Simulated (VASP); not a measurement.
# PtSe (P-6m2) in VASP: a series of runs, part 3 of 3

VASP 6.6.1. The steps go on from the part before.

### 6 Relaxation of cell and atoms, r2SCAN

POSCAR

```
PtSe
1.0
    3.7018703300      0.0000000000      0.0000000000
   -1.8509351600      3.2059137500      0.0000000000
    0.0000000000      0.0000000000      3.6128420300
Pt Se
1 1
Direct
    0.0000000000      0.0000000000      0.0000000000
    0.6666666667      0.3333333333      0.5000000000
```

INCAR.step1

```
SYSTEM = PtSe
ALGO = Normal ; EDIFF = 1E-4
ENCUT = 600 ; GGA = PE
ISMEAR = -1 ; LASPH = .True.
LCHARG = .False. ; LREAL = .False.
LWAVE = .True. ; NELM = 80
PREC = Accurate ; SIGMA = 0.05
```

INCAR.step2

```
SYSTEM = PtSe
ALGO = Normal ; EDIFF = 1E-7
EDIFFG = -0.01 ; ENCUT = 600
IBRION = 2 ; ISIF = 3
ISMEAR = -1 ; ISTART = 1
LASPH = .True. ; LCHARG = .False.
LMIXTAU = .True. ; LREAL = .False.
LWAVE = .False. ; METAGGA = R2SCAN
NELM = 80 ; NSW = 60
PREC = Accurate ; SIGMA = 0.05
```

KPOINTS

```
k-points
0
Gamma
  8 8 7
  0 0 0
```

Potentials or basis: VASP PAW PBE potentials, release 64 (Pt, Se).

Command:

```bash
cat potpaw_PBE.64/Pt/POTCAR potpaw_PBE.64/Se/POTCAR > POTCAR
cp INCAR.step1 INCAR
mpirun -np 1 vasp_std > vasp.out
cp INCAR.step2 INCAR
mpirun -np 1 vasp_std > vasp.out
```

OUTCAR:

```text
SYSTEM = PtSe
   EDIFF = 1E-7
   EDIFFG = -0.01
   ENCUT = 600
   IBRION = 2
   ISIF = 3
   ISMEAR = -1
   ISTART = 1
   LASPH = .True.
   LREAL = .False.
   METAGGA = R2SCAN
   NELM = 80
   NSW = 60
   PREC = Accurate

 ion  position               nearest neighbor table
   1  0.000  0.000  0.000-   2 2.80   2 2.80   2 2.80   2 2.80   2 2.80   2 2.80
   2  0.667  0.333  0.500-   1 2.80   1 2.80   1 2.80   1 2.80   1 2.80   1 2.80

  LATTYP: Found a hexagonal cell.
 ALAT       =     3.7018703300
 C/A-ratio  =     0.9759504542

  Lattice vectors:

 A1 = (   3.7018703300,   0.0000000000,   0.0000000000)
 A2 = (  -1.8509351600,   3.2059137500,   0.0000000000)
 A3 = (   0.0000000000,   0.0000000000,   3.6128420300)

Analysis of symmetry for initial positions (statically):
=====================================================================
 Subroutine PRICEL returns:
 Original cell was already a primitive cell.

 Routine SETGRP: Setting up the symmetry group for a
 hexagonal supercell.

 Subroutine GETGRP returns: Found 12 space group operations
 (whereof 12 operations were pure point group operations)
 out of a pool of 24 trial point group operations.

The static configuration has the point symmetry D_3h.

Analysis of symmetry for dynamics (positions and initial velocities):
=====================================================================
 Subroutine PRICEL returns:
[... 342 lines left out ...]
 Free energy of the ion-electron system (eV)
  ---------------------------------------------------
  ext. energy  EPLUGINS =         0.00000000
  ---------------------------------------------------
  free energy    TOTEN  =       -65.37326655 eV

  energy without entropy =      -65.36306994  energy(sigma->0) =      -65.36816825

 E-fermi :   7.4435     XC(G=0): -12.0888

 val. band max:        7.4235013590   @ k =   0.1250   0.1250   0.0000
 cond. band min:       7.5644758150   @ k =   0.1250   0.1250   0.1429
 fundamental gap:      0.1409744560
 Fermi energy:         7.4434902945

 k-point     1 :       0.0000    0.0000    0.0000
  band No.  band energies     occupation
      1      -8.8066      2.00000
      2       2.4107      2.00000
      3       2.4107      2.00000
      4       2.8860      2.00000
      5       4.8911      2.00000
      6       4.8911      2.00000
      7       5.6417      2.00000
      8       8.0839      0.00001
      9       8.0839      0.00001
     10       8.1401      0.00000
     11      15.0562      0.00000
     12      15.2553      0.00000
[... 331 lines left out ...]
 k-point    24 :       0.3750    0.0000    0.2857
  band No.  band energies     occupation
      1      -7.2668      2.00000
      2       0.4745      2.00000
      3       1.7231      2.00000
      4       2.2759      2.00000
      5       4.1800      2.00000
      6       4.8756      2.00000
      7       5.5168      2.00000
      8       6.6329      2.00000
      9       8.0040      0.00003
     10      10.8381      0.00000
     11      13.6652      0.00000
     12      16.5071      0.00000

 [... further k-points ...]

------------------------ aborting loop because EDIFF is reached ----------------------------------------

  FORCE on cell =-STRESS in cart. coord.  units (eV):
  Direction    XX          YY          ZZ          XY          YZ          ZX
  --------------------------------------------------------------------------------------
  -------------------------------------------------------------------------------------
  Total       -0.0009021     -0.0009021      0.0062092     -0.0000000      0.0000000      0.0000000
  in kB       -0.0384198     -0.0384198      0.2644405     -0.0000000      0.0000000      0.0000000
  external PRESSURE =       0.0625336 kB  Pullay stress =       0.0000000 kB
[... 17 lines left out ...]
  FREE ENERGIE OF THE ION-ELECTRON SYSTEM (eV)
  ---------------------------------------------------
  free  energy   TOTEN  =       -65.3732665512 eV

  energy  without entropy=      -65.3630699440  energy(sigma->0) =      -65.36816825

 reached required accuracy - stopping structural energy minimisation
```

Wall time 15 min (1 thread of Intel Xeon Platinum 8488C (Sapphire Rapids), shared host); peak memory 0.2 GiB.

Results:

* Free energy: -65.3733 eV
* Relaxed volume: 18.81 Å³/atom
* Relaxed cell: a = 3.644 Å, b = 3.644 Å, c = 3.272 Å, α = 90.00°, β = 90.00°, γ = 120.00°
* Space group after relaxing (to 0.1 Å): P-6m2 (No. 187)
* Energy gained by relaxing: 147.3 meV/atom
* Ionic steps: 12
* Pressure after relaxing: 0.0 GPa
* Band gap on the k mesh: zero (bands 8 and 9 overlap by 0.85 eV)

Step by step:
```
step  energy change (eV)  largest force (eV/Å)  pressure (GPa)  volume (Å³)
   1              0.0000                0.0000          -13.64        42.88
   2              0.0746                0.0000           27.44        32.50
   3             -0.2853                0.0000           -0.37        37.41
   4             -0.2856                0.0000            0.05        37.30
   5             -0.2855                0.0000            0.45        37.19
   6             -0.2882                0.0000            0.42        37.25
   7             -0.2935                0.0000            0.32        37.42
   8             -0.2925                0.0000            0.26        37.69
   9             -0.2946                0.0000            0.27        37.56
  10             -0.2946                0.0000            0.27        37.55
  11             -0.2939                0.0000           -0.92        37.88
  12             -0.2947                0.0000            0.01        37.62
```

Final structure:
```
Pt Se
1.0
     3.64374    0.00000    0.00000
    -1.82187    3.15557    0.00000
     0.00000    0.00000    3.27182
Pt Se
1 1
Direct
  0.00000 0.00000 0.00000
  0.66667 0.33333 0.50000
```

Levels at points of the mesh, in eV from the Fermi level:
```tsv
k point	band 6	band 7	band 8	band 9	band 10	band 11
(0.00, 0.00, 0.00)	-2.55	-1.80	0.64	0.64	0.70	7.61
(0.50, 0.00, 0.00)	-2.73	-2.06	-1.71	1.67	3.39	7.25
```

Caveat: the PAW data sets were made with another functional, which shifts forces and pressure a little; spin-orbit coupling is left out, which moves the levels of the heavy elements.

### 7 Single point, PBE, non-collinear spin, zero start, spin-orbit coupling

INCAR

```
SYSTEM = PtSe
PREC = Accurate
ENCUT = 520
EDIFF = 1E-7
ISMEAR = -1
SIGMA = 0.05
LREAL = .False.
LASPH = .True.
NELM = 150
ALGO = Normal
ISIF = 2
LWAVE = .False.
LCHARG = .False.
MAGMOM = 0 0 0 0 0 0
LORBIT = 11
LSORBIT = .True.
GGA_COMPAT = .False.
LORBMOM = .True.
LMAXMIX = 4
GGA = PE
NBANDS = 28
```

KPOINTS

```
Automatic mesh
0
Gamma
  8 8 7
  0 0 0
```

POSCAR is that of step 6.

Potentials or basis: VASP PAW PBE potentials, release 64 (Pt, Se).

Command:

```bash
cat potpaw_PBE.64/Pt/POTCAR potpaw_PBE.64/Se/POTCAR > POTCAR
mpirun -np 1 vasp_ncl > vasp.out
```

OUTCAR:

```text
SYSTEM = PtSe
   PREC = Accurate
   ENCUT = 520
   EDIFF = 1E-7
   ISMEAR = -1
   LREAL = .False.
   LASPH = .True.
   NELM = 150
   ISIF = 2
   LORBIT = 11
   LSORBIT = .True.
   GGA = PE

 ion  position               nearest neighbor table
   1  0.000  0.000  0.000-   2 2.80   2 2.80   2 2.80   2 2.80   2 2.80   2 2.80
   2  0.667  0.333  0.500-   1 2.80   1 2.80   1 2.80   1 2.80   1 2.80   1 2.80

  LATTYP: Found a hexagonal cell.
 ALAT       =     3.7018703300
 C/A-ratio  =     0.9759504542

  Lattice vectors:

 A1 = (   3.7018703300,   0.0000000000,   0.0000000000)
 A2 = (  -1.8509351600,   3.2059137500,   0.0000000000)
 A3 = (   0.0000000000,   0.0000000000,   3.6128420300)

Analysis of symmetry for initial positions (statically):
=====================================================================
 Subroutine PRICEL returns:
 Original cell was already a primitive cell.

 Routine SETGRP: Setting up the symmetry group for a
 hexagonal supercell.

 Subroutine GETGRP returns: Found 12 space group operations
 (whereof 12 operations were pure point group operations)
 out of a pool of 24 trial point group operations.

[... 1006 lines left out ...]
     0.0000000     0.0000000     0.0000000     0.0000000     0.0000000     0.0000000     0.0000000
     0.0000000     0.0000000     0.0000000     0.0000000     0.0000000     0.0000000     0.0000000
     0.0000000     0.0000000     0.0000000     0.0000000     0.0000000     0.0000000     0.0000000
     0.0000000     0.0000000     0.0000000     0.0000000     0.0000000     0.0000000     0.0000000
     0.0000000     0.0000000     0.0000000     0.0000000     0.0000000     0.0000000     0.0000000

 Ion:    2  E_soc:     -0.0328696
 l=   1
     0.0000000    -0.0055220    -0.0052463
    -0.0055220     0.0000000    -0.0055220
    -0.0052463    -0.0055220     0.0000000
 l=   2
     0.0000000    -0.0000126     0.0000000    -0.0000126    -0.0000116
    -0.0000126     0.0000000    -0.0000273    -0.0000278    -0.0000126
     0.0000000    -0.0000273     0.0000000    -0.0000273     0.0000000
    -0.0000126    -0.0000278    -0.0000273     0.0000000    -0.0000126
    -0.0000116    -0.0000126     0.0000000    -0.0000126     0.0000000
 l=   3
     0.0000000     0.0000000     0.0000000     0.0000000     0.0000000     0.0000000     0.0000000
     0.0000000     0.0000000     0.0000000     0.0000000     0.0000000     0.0000000     0.0000000
     0.0000000     0.0000000     0.0000000     0.0000000     0.0000000     0.0000000     0.0000000
     0.0000000     0.0000000     0.0000000     0.0000000     0.0000000     0.0000000     0.0000000
     0.0000000     0.0000000     0.0000000     0.0000000     0.0000000     0.0000000     0.0000000
     0.0000000     0.0000000     0.0000000     0.0000000     0.0000000     0.0000000     0.0000000
     0.0000000     0.0000000     0.0000000     0.0000000     0.0000000     0.0000000     0.0000000

 total charge

# of ion       s       p       d       tot
------------------------------------------
    1        0.510   0.298   8.090   8.898
    2        1.518   2.059   0.060   3.636
--------------------------------------------------
tot          2.028   2.357   8.150  12.535

 magnetization (x)

# of ion       s       p       d       tot
------------------------------------------
    1        0.000   0.000   0.000   0.000
    2        0.000   0.000   0.000   0.000
--------------------------------------------------
tot          0.000   0.000   0.000   0.000

 magnetization (y)

# of ion       s       p       d       tot
------------------------------------------
    1        0.000   0.000   0.000   0.000
    2        0.000   0.000   0.000   0.000
--------------------------------------------------
tot          0.000   0.000   0.000   0.000

 magnetization (z)

# of ion       s       p       d       tot
------------------------------------------
    1        0.000  -0.000   0.000   0.000
    2        0.000   0.000  -0.000   0.000
--------------------------------------------------
tot          0.000   0.000   0.000   0.000
```

OSZICAR:

```text
N       E                     dE             d eps       ncg     rms          rms(c)
DAV:   1     0.817758103700E+02    0.81776E+02   -0.71725E+03  3384   0.102E+03
DAV:   2    -0.542928406157E+01   -0.87205E+02   -0.80583E+02  3884   0.212E+02
DAV:   3    -0.951630798452E+01   -0.40870E+01   -0.39654E+01  3932   0.431E+01
DAV:   4    -0.955407288505E+01   -0.37765E-01   -0.37694E-01  3616   0.454E+00
DAV:   5    -0.955453686477E+01   -0.46398E-03   -0.46397E-03  3676   0.513E-01    0.854E+00
DAV:   6    -0.940488675670E+01    0.14965E+00   -0.59620E-01  3456   0.821E+00    0.542E+00
DAV:   7    -0.936995556428E+01    0.34931E-01   -0.64816E-02  3396   0.318E+00    0.315E+00
DAV:   8    -0.936489169581E+01    0.50639E-02   -0.25171E-02  3476   0.131E+00    0.584E-01
DAV:   9    -0.936465327714E+01    0.23842E-03   -0.55588E-04  3556   0.199E-01    0.225E-01
DAV:  10    -0.936455537054E+01    0.97907E-04   -0.44423E-04  3440   0.143E-01    0.493E-02
DAV:  11    -0.936454691702E+01    0.84535E-05   -0.27512E-05  3524   0.547E-02    0.125E-02
DAV:  12    -0.936454913771E+01   -0.22207E-05   -0.24692E-06  3520   0.109E-02    0.824E-03
DAV:  13    -0.936454983894E+01   -0.70123E-06   -0.54772E-07  3452   0.681E-03    0.110E-03
DAV:  14    -0.936454983995E+01   -0.10139E-08   -0.28255E-08  2564   0.139E-03
   1 F= -.93645498E+01 E0= -.93584583E+01  d E =-.121831E-01  mag=    -0.0000     0.0000    -0.0000
```

Run time: 2.5 min. Hardware: 1 thread of Intel Xeon Platinum 8488C (Sapphire Rapids), shared host; peak memory 0.3 GiB.

Results:

```
Free energy                                           : -9.3645 eV
Pressure                                              : -10.9 GPa
Net moment                                            : 0.00 μB per cell
Valence electrons inside the program's atomic spheres : Pt 8.90; Se 3.64
```

Moments on the atoms (μB; x, y, z):
```
Pt  0.00 0.00 0.00
Se  0.00 0.00 0.00
```

Caveat: the cell stands under tension.

### 8 Overview

| task | level | spin | cell | k mesh | cutoff (eV) | grid for exact exchange (PRECFOCK) | share of exact exchange | screening parameter | gap on the mesh (eV) | pressure (GPa) | relaxed volume (Å³/atom) |
| --- | --- | --- | --- | --- | --- | --- | --- | --- | --- | --- | --- |
| single point | PBE-based screened hybrid with 5 % exact exchange | off | as given | 4 × 4 × 4 | 400 | Normal | 0.05 | 0.2 1/Å | none | -12.4 | - |
| single point | PBE-based screened hybrid with 10 % exact exchange | off | as given | 4 × 4 × 4 | 400 | Normal | 0.1 | 0.2 1/Å | none | -13.3 | - |
| single point | PBE-based screened hybrid with 15 % exact exchange | off | as given | 4 × 4 × 4 | 400 | Normal | 0.15 | 0.2 1/Å | none | -14.1 | - |
| relaxation of cell and atoms | BLYP | off | relaxed | 8 × 8 × 7 | 600 | - | - | - | none | 0.0 | 20.79 |
| relaxation of cell and atoms | r2SCAN | off | relaxed | 8 × 8 × 7 | 600 | - | - | - | none | 0.0 | 18.81 |
| single point | PBE | non-collinear, zero start, SOC | as given | 8 × 8 × 7 | 520 | - | - | - | - | -10.9 | - |

Alike in all rows: potentials or basis VASP PAW PBE potentials, release 64 (Pt, Se); smearing fermi-dirac 0.05 eV.

Caveats: some runs use coarse meshes; the PAW data sets were made with another functional, which shifts forces and pressure a little (at least some runs); spin-orbit coupling is left out, which moves the levels of the heavy elements (at least some runs); the cell stands under tension (at least some runs).

Absolute energies hang on the potentials; compare differences alone.
